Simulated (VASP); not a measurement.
# ZnS (Cm) in VASP: notebook, part 2 of 2

VASP 6.6.1.

**4. Single point, PBE (atom 1 (Zn) moved by (-0.450, -0.225) A along [1 1 0] and z)**

INCAR

```
ALGO = Normal ; EDIFF = 1E-6
ENCUT = 520 ; GGA = PE
ISIF = 2 ; ISMEAR = 0
LASPH = True ; LCHARG = False
LREAL = False ; LWAVE = False
NBANDS = 16 ; NELM = 100
PREC = Accurate ; SIGMA = 0.05
```

KPOINTS

```
k-points
0
Gamma
  10 10 10
```

POSCAR

```
ZnS
1.0
    0.0000000000      2.7046500000      2.7046500000
    2.7046500000      0.0000000000      2.7046500000
    2.7046500000      2.7046500000      0.0000000000
Zn S
1 1
Direct
   -0.0415950308     -0.0415950308     -0.0760534825
    0.7500000000      0.7500000000      0.7500000000
```

Potentials or basis: VASP PAW PBE potentials, release 64 (Zn, S).

The run is started by

```sh
> cat potpaw_PBE.64/Zn/POTCAR potpaw_PBE.64/S/POTCAR > POTCAR
> mpirun -np 1 vasp_std > vasp.out
```

OUTCAR:

```text
EDIFF = 1E-6
   ENCUT = 520
   GGA = PE
   ISIF = 2
   ISMEAR = 0
   LASPH = True
   LREAL = False
   NELM = 100
   PREC = Accurate

 ion  position               nearest neighbor table
   1  0.958  0.958  0.924-   2 1.85   2 2.52   2 2.52   2 2.62
   2  0.750  0.750  0.750-   1 1.85   1 2.52   1 2.52   1 2.62

  LATTYP: Found a face centered cubic cell.
 ALAT       =     5.4093000000

  Lattice vectors:

 A1 = (   0.0000000000,   2.7046500000,   2.7046500000)
 A2 = (   2.7046500000,   0.0000000000,   2.7046500000)
 A3 = (   2.7046500000,   2.7046500000,   0.0000000000)

Analysis of symmetry for initial positions (statically):
=====================================================================
 Subroutine PRICEL returns:
 Original cell was already a primitive cell.

 Routine SETGRP: Setting up the symmetry group for a
 face centered cubic supercell.

 Subroutine GETGRP returns: Found  2 space group operations
 (whereof  2 operations were pure point group operations)
 out of a pool of 48 trial point group operations.

The static configuration has the point symmetry C_1h.

Analysis of symmetry for dynamics (positions and initial velocities):
=====================================================================
 Subroutine PRICEL returns:
 Original cell was already a primitive cell.

 Routine SETGRP: Setting up the symmetry group for a
 face centered cubic supercell.

 Subroutine GETGRP returns: Found  2 space group operations
 (whereof  2 operations were pure point group operations)
 out of a pool of 48 trial point group operations.

The dynamic configuration has the point symmetry C_1h.

 Subroutine INISYM returns: Found  2 space group operations
 (whereof  2 operations are pure point group operations),
 and found     1 'primitive' translations

----------------------------------------------------------------------------------------

                                     Primitive cell

  volume of cell :      39.5697

  direct lattice vectors                    reciprocal lattice vectors
     0.000000000  2.704650000  2.704650000    -0.184866803  0.184866803  0.184866803
     2.704650000  0.000000000  2.704650000     0.184866803 -0.184866803  0.184866803
     2.704650000  2.704650000  0.000000000     0.184866803  0.184866803 -0.184866803

  length of vectors
     3.824952711  3.824952711  3.824952711     0.320198696  0.320198696  0.320198696

  position of ions in fractional coordinates (direct lattice)
     0.958404969  0.958404969  0.923946517
     0.750000000  0.750000000  0.750000000

  ion indices of the primitive-cell ions
   primitive index   ion index
                 1           1
                 2           2

----------------------------------------------------------------------------------------

 KPOINTS: k-points

Automatic generation of k-mesh.
 Grid dimensions read from file:
 generate k-points for:   10   10   10

 Generating k-lattice:

  Cartesian coordinates                     Fractional coordinates (reciprocal lattice)
    -0.018486680  0.018486680  0.018486680     0.100000000  0.000000000  0.000000000
     0.018486680 -0.018486680  0.018486680     0.000000000  0.100000000  0.000000000
     0.018486680  0.018486680 -0.018486680     0.000000000  0.000000000  0.100000000

  Length of vectors
     0.032019870  0.032019870  0.032019870

  Shift w.r.t. Gamma in fractional coordinates (k-lattice)
     0.000000000  0.000000000  0.000000000

 Subroutine IBZKPT returns following result:
 ===========================================

 Found    282 irreducible k-points:

 Following reciprocal coordinates:
            Coordinates               Weight
  0.000000  0.000000  0.000000      1.000000
  0.100000  0.000000  0.000000      4.000000
  0.000000  0.000000  0.100000      2.000000
  0.100000  0.100000  0.100000      2.000000
  0.200000  0.000000  0.000000      4.000000
  0.000000  0.000000  0.200000      2.000000
[... 16 lines left out ...]
  0.200000  0.100000  0.200000      4.000000
  0.100000 -0.100000 -0.100000      4.000000
 [... further k-points ...]
   k-points           NKPTS =    282   k-points in BZ     NKDIM =    282   number of bands    NBANDS=     16
   number of dos      NEDOS =    301   number of ions     NIONS =      2
   total plane-waves  NPLWV =  21952
   dimension x,y,z NGX =    28 NGY =   28 NGZ =   28
   dimension x,y,z NGXF=    56 NGYF=   56 NGZF=   56
   ions per type =               1   1
   NGX,Y,Z   is equivalent  to a cutoff of  12.17, 12.17, 12.17 a.u.
   NGXF,Y,Z  is equivalent  to a cutoff of  24.34, 24.34, 24.34 a.u.
 SYSTEM =  unknown system
   PREC   = accura    normal or accurate (medium, high low for compatibility)
   ISTART =      0    job   : 0-new  1-cont  2-samecut
   ICHARG =      2    charge: 1-file 2-atom 10-const
   ISPIN  =      1    spin polarized calculation?
   LNONCOLLINEAR =      F non collinear calculations
   LSORBIT =      F    spin-orbit coupling
   LASPH  =      T    aspherical Exc in radial PAW
   ENCUT  =  520.0 eV  38.22 Ry    6.18 a.u.   7.11  7.11  7.11*2*pi/ulx,y,z
   NELM   =    100;   NELMIN=  2; NELMDL= -5     # of ELM steps
   EDIFF  = 0.1E-05   stopping-criterion for ELM
   LREAL  =      F    real-space projection
   EDIFFG = 0.1E-04   stopping-criterion for IOM
   NSW    =      0    number of steps for IOM
   IBRION =     -1    ionic relax: 0-MD 1-quasi-New 2-CG
   NFREE  =      0    steps in history (QN), initial steepest desc. (CG)
   ISIF   =      2    stress and relaxation
   ISYM   =      2    0-nonsym 1-usesym 2-fastsym
   POTIM  = 0.5000    time-step for ionic-motion
   TEBEG  =    0.0;   TEEND  =   0.0 temperature during run
   PSTRESS=    0.0 pullay stress
   NELECT =      18.0000    total number of electrons
   NUPDOWN=      -1.0000    fix difference up-down
   EMIN   =  10.00;   EMAX   =-10.00  energy-range for DOS
   EFERMI =   0.00;   METHOD = LEGACY
   ISMEAR =     0;   SIGMA  =   0.05  broadening in eV -4-tet -1-fermi 0-gaus
   EFERMI_NEDOS =   21; number of points for ismear=-14 and -15
   IALGO  =     38    algorithm
   IMIX   =      4    mixing-type and parameters
     AMIX     =   0.40;   BMIX     =  1.00
     AMIX_MAG =   1.60;   BMIX_MAG =  1.00
  volume/ion in A,a.u.               =      19.78       133.51
  Fermi-wavevector in a.u.,A,eV,Ry     =   1.259055  2.379268 21.568210  1.585219
  Thomas-Fermi vector in A             =   2.392634
   LORBIT       =      0    0 simple, 1 ext, 2 COOP (PROOUT), +10 PAW based schemes
   GGA     = PE    functional components
   LHFCALC =     F    Hartree Fock is set to
   AEXX    =    0.0000 exact exchange contribution
   IVDW    =     0    specifies the selected vdW correction
   LEPSILON=     F    determine dielectric tensor
   LRPA    =     F    only Hartree local field effects (RPA)
 non-spin polarized calculation
 Gauss-broadening in eV      SIGMA  =   0.05
  energy-cutoff  :      520.00
  volume of cell :       39.57
 maximum number of plane-waves:      1090
   NGX = 15   NGY = 15   NGZ = 15

 number of electron      18.0000002 magnetization

 Free energy of the ion-electron system (eV)
  ---------------------------------------------------
  ext. energy  EPLUGINS =         0.00000000
  ---------------------------------------------------
  free energy    TOTEN  =        -5.25796388 eV

  energy without entropy =       -5.25796388  energy(sigma->0) =       -5.25796388

 E-fermi :   2.5437     XC(G=0):  -9.5940

 val. band max:        2.3181659998   @ k =   0.0000   0.0000   0.0000
 cond. band min:       4.2403856923   @ k =   0.0000   0.0000   0.0000
 fundamental gap:      1.9222196924
 Fermi energy:         2.5437340560

 k-point     1 :       0.0000    0.0000    0.0000
  band No.  band energies     occupation
      1     -11.4593      2.00000
      2      -5.2867      2.00000
      3      -4.9002      2.00000
      4      -4.8193      2.00000
      5      -4.3313      2.00000
      6      -4.3164      2.00000
[... 8 lines left out ...]
     15      13.6726      0.00000
     16      13.7258      0.00000
[... 419 lines left out ...]
 k-point    24 :       0.1000   -0.1000   -0.1000
  band No.  band energies     occupation
      1     -11.2346      2.00000
      2      -5.2290      2.00000
      3      -4.9036      2.00000
      4      -4.8144      2.00000
      5      -4.3247      2.00000
      6      -4.2949      2.00000
[... 8 lines left out ...]
     15      14.0356      0.00000
     16      15.3562      0.00000

 [... further k-points ...]

------------------------ aborting loop because EDIFF is reached ----------------------------------------

  FORCE on cell =-STRESS in cart. coord.  units (eV):
  Direction    XX          YY          ZZ          XY          YZ          ZX
  --------------------------------------------------------------------------------------
  -------------------------------------------------------------------------------------
  Total        4.0942385      4.0942385      4.9901753      4.7514602      5.0803908      5.0803906
  in kB      165.7755604    165.7755604    202.0520071    192.3864428    205.7048313    205.7048213
  external PRESSURE =     177.8677093 kB  Pullay stress =       0.0000000 kB

 VOLUME and BASIS-vectors are now :
 -----------------------------------------------------------------------------
  energy-cutoff  :      520.00
  volume of cell :       39.57
      direct lattice vectors                 reciprocal lattice vectors
     0.000000000  2.704650000  2.704650000    -0.184866803  0.184866803  0.184866803
     2.704650000  0.000000000  2.704650000     0.184866803 -0.184866803  0.184866803
     2.704650000  2.704650000  0.000000000     0.184866803  0.184866803 -0.184866803

 POSITION                                       TOTAL-FORCE (eV/Angst)
 -----------------------------------------------------------------------------------
      5.09110      5.09110      5.18430         5.208604      5.208604      5.542902
      4.05697      4.05697      4.05697        -5.208604     -5.208604     -5.542902
 -----------------------------------------------------------------------------------
    total drift:                                0.000177      0.000177      0.000122

  FREE ENERGIE OF THE ION-ELECTRON SYSTEM (eV)
  ---------------------------------------------------
  free  energy   TOTEN  =        -5.2579638808 eV

  energy  without entropy=       -5.2579638808  energy(sigma->0) =       -5.25796388
```

stdout:

```text
POSCAR found type information on POSCAR ZnS
 POSCAR found :  2 types and       2 ions
 scaLAPACK will be used
 LDA part: xc-table for (Slater+PW92), standard interpolation
 POSCAR, INCAR and KPOINTS ok, starting setup
 FFT: planning ... GRIDC
 FFT: planning ... GRID_SOFT
 FFT: planning ... GRID
 WAVECAR not read
 entering main loop
```

Run time: 2.9 min. Hardware: 1 thread of Intel Xeon Platinum 8259CL at 2.50GHz (Skylake/Cascade Lake), shared host; peak memory 0.29 GiB.

What came out:

- Free energy: -5.2580 eV
- Pressure: 17.8 GPa
- Largest force: 9.219 eV/Å
- Band gap on the k mesh: 1.92 eV, direct

Forces on the atoms (eV/Å):
```
Zn   5.209  5.209  5.543
S   -5.209 -5.209 -5.543
```

Caveat: the cell differs from its parent crystal (atom 1 (Zn) moved by (-0.450, -0.225) A along [1 1 0] and z); forces of over 1 eV/Å act on the atoms, so gaps and moduli don't describe the material at rest.

**5. Single point, PBE (atom 1 (Zn) moved by (-0.450, +0.225) A along [1 1 0] and z)**

INCAR

```
  ALGO = Normal
  EDIFF = 1E-7
  ENCUT = 520
  GGA = PE
  ISIF = 2
  ISMEAR = 0
  LASPH = True
  LCHARG = False
  LREAL = False
  LWAVE = False
  NBANDS = 16
  NELM = 100
  PREC = Accurate
  SIGMA = 0.05
```

KPOINTS is that of step 4.

Changes to POSCAR since step 4:

```diff
@@ -8,3 +8,3 @@
 Direct
-   -0.0415950308     -0.0415950308     -0.0760534825
+    0.0415950308      0.0415950308     -0.1592435441
     0.7500000000      0.7500000000      0.7500000000
```

Potentials or basis: VASP PAW PBE potentials, release 64 (Zn, S).

The run is started by

```sh
> cat potpaw_PBE.64/Zn/POTCAR potpaw_PBE.64/S/POTCAR > POTCAR
> mpirun -np 1 vasp_std > vasp.out
```

OUTCAR:

```text
EDIFF = 1E-7
   ENCUT = 520
   GGA = PE
   ISIF = 2
   ISMEAR = 0
   LASPH = True
   LREAL = False
   NELM = 100
   PREC = Accurate

 ion  position               nearest neighbor table
   1  0.042  0.042  0.841-   2 2.15   2 2.27   2 2.27   2 2.84
   2  0.750  0.750  0.750-   1 2.15   1 2.27   1 2.27   1 2.84

  LATTYP: Found a face centered cubic cell.
 ALAT       =     5.4093000000

  Lattice vectors:

 A1 = (   0.0000000000,   2.7046500000,   2.7046500000)
 A2 = (   2.7046500000,   0.0000000000,   2.7046500000)
 A3 = (   2.7046500000,   2.7046500000,   0.0000000000)

Analysis of symmetry for initial positions (statically):
=====================================================================
 Subroutine PRICEL returns:
 Original cell was already a primitive cell.

 Routine SETGRP: Setting up the symmetry group for a
 face centered cubic supercell.

 Subroutine GETGRP returns: Found  2 space group operations
 (whereof  2 operations were pure point group operations)
 out of a pool of 48 trial point group operations.

The static configuration has the point symmetry C_1h.

Analysis of symmetry for dynamics (positions and initial velocities):
=====================================================================
 Subroutine PRICEL returns:
 Original cell was already a primitive cell.

 Routine SETGRP: Setting up the symmetry group for a
 face centered cubic supercell.

 Subroutine GETGRP returns: Found  2 space group operations
 (whereof  2 operations were pure point group operations)
 out of a pool of 48 trial point group operations.

The dynamic configuration has the point symmetry C_1h.

 Subroutine INISYM returns: Found  2 space group operations
 (whereof  2 operations are pure point group operations),
 and found     1 'primitive' translations

----------------------------------------------------------------------------------------

[... 110 lines left out ...]
   IMIX   =      4    mixing-type and parameters
     AMIX     =   0.40;   BMIX     =  1.00
     AMIX_MAG =   1.60;   BMIX_MAG =  1.00
  volume/ion in A,a.u.               =      19.78       133.51
  Fermi-wavevector in a.u.,A,eV,Ry     =   1.259055  2.379268 21.568210  1.585219
  Thomas-Fermi vector in A             =   2.392634
   LORBIT       =      0    0 simple, 1 ext, 2 COOP (PROOUT), +10 PAW based schemes
   GGA     = PE    functional components
   LHFCALC =     F    Hartree Fock is set to
   AEXX    =    0.0000 exact exchange contribution
   IVDW    =     0    specifies the selected vdW correction
   LEPSILON=     F    determine dielectric tensor
   LRPA    =     F    only Hartree local field effects (RPA)
 non-spin polarized calculation
 Gauss-broadening in eV      SIGMA  =   0.05
  energy-cutoff  :      520.00
  volume of cell :       39.57
 maximum number of plane-waves:      1090
   NGX = 15   NGY = 15   NGZ = 15

 number of electron      18.0000002 magnetization

 Free energy of the ion-electron system (eV)
  ---------------------------------------------------
  ext. energy  EPLUGINS =         0.00000000
  ---------------------------------------------------
  free energy    TOTEN  =        -6.48676487 eV

  energy without entropy =       -6.48676487  energy(sigma->0) =       -6.48676487

 E-fermi :   2.3022     XC(G=0):  -9.6206

 val. band max:        2.0540030149   @ k =  -0.1000  -0.2000  -0.1000
 cond. band min:       4.2273359229   @ k =   0.0000   0.0000   0.0000
 fundamental gap:      2.1733329080
 Fermi energy:         2.3021783801

 k-point     1 :       0.0000    0.0000    0.0000
  band No.  band energies     occupation
      1     -11.1573      2.00000
      2      -4.6927      2.00000
      3      -4.6268      2.00000
      4      -4.1094      2.00000
      5      -4.0050      2.00000
      6      -3.9821      2.00000
[... 433 lines left out ...]
      3      -4.5768      2.00000
      4      -4.1097      2.00000
      5      -4.0130      2.00000
      6      -3.9684      2.00000
[... 8 lines left out ...]
     15      13.7083      0.00000
     16      15.0882      0.00000

 [... further k-points ...]

------------------------ aborting loop because EDIFF is reached ----------------------------------------

  FORCE on cell =-STRESS in cart. coord.  units (eV):
  Direction    XX          YY          ZZ          XY          YZ          ZX
  --------------------------------------------------------------------------------------
  -------------------------------------------------------------------------------------
  Total        1.1667422      1.1667422      1.7636156      0.0674738      0.9800069      0.9800071
  in kB       47.2413485     47.2413485     71.4087295      2.7320124     39.6804404     39.6804490
  external PRESSURE =      55.2971422 kB  Pullay stress =       0.0000000 kB

 VOLUME and BASIS-vectors are now :
 -----------------------------------------------------------------------------
  energy-cutoff  :      520.00
  volume of cell :       39.57
      direct lattice vectors                 reciprocal lattice vectors
     0.000000000  2.704650000  2.704650000    -0.184866803  0.184866803  0.184866803
     2.704650000  0.000000000  2.704650000     0.184866803 -0.184866803  0.184866803
     2.704650000  2.704650000  0.000000000     0.184866803  0.184866803 -0.184866803

 POSITION                                       TOTAL-FORCE (eV/Angst)
 -----------------------------------------------------------------------------------
      2.38645      2.38645      0.22500         0.850950      0.850950      0.330408
      4.05697      4.05697      4.05697        -0.850950     -0.850950     -0.330408
 -----------------------------------------------------------------------------------
    total drift:                                0.000341      0.000341     -0.000357

  FREE ENERGIE OF THE ION-ELECTRON SYSTEM (eV)
  ---------------------------------------------------
  free  energy   TOTEN  =        -6.4867648742 eV

  energy  without entropy=       -6.4867648742  energy(sigma->0) =       -6.48676487
```

stdout:

```text
POSCAR found type information on POSCAR ZnS
 POSCAR found :  2 types and       2 ions
 scaLAPACK will be used
 LDA part: xc-table for (Slater+PW92), standard interpolation
 POSCAR, INCAR and KPOINTS ok, starting setup
 FFT: planning ... GRIDC
 FFT: planning ... GRID_SOFT
 FFT: planning ... GRID
 WAVECAR not read
 entering main loop
```

Run time: 3 min. Hardware: 1 thread of Intel Xeon Platinum 8259CL at 2.50GHz (Skylake/Cascade Lake), shared host; peak memory 0.29 GiB.

Results:

| Property | Result |
| --- | --- |
| Free energy | -6.4868 eV |
| Pressure | 5.5 GPa |
| Largest force | 1.248 eV/Å |
| Band gap on the k mesh | 2.17 eV, indirect (the least direct gap lies 4.2 meV higher) |

Forces on the atoms (eV/Å):
```
Zn   0.851  0.851  0.330
S   -0.851 -0.851 -0.330
```

Stress tensor (GPa, compression positive):
```
4.72 0.27 3.97
0.27 4.72 3.97
3.97 3.97 7.14
```

Caveat: the cell differs from its parent crystal (atom 1 (Zn) moved by (-0.450, +0.225) A along [1 1 0] and z); forces of over 1 eV/Å act on the atoms, so gaps and moduli don't describe the material at rest.
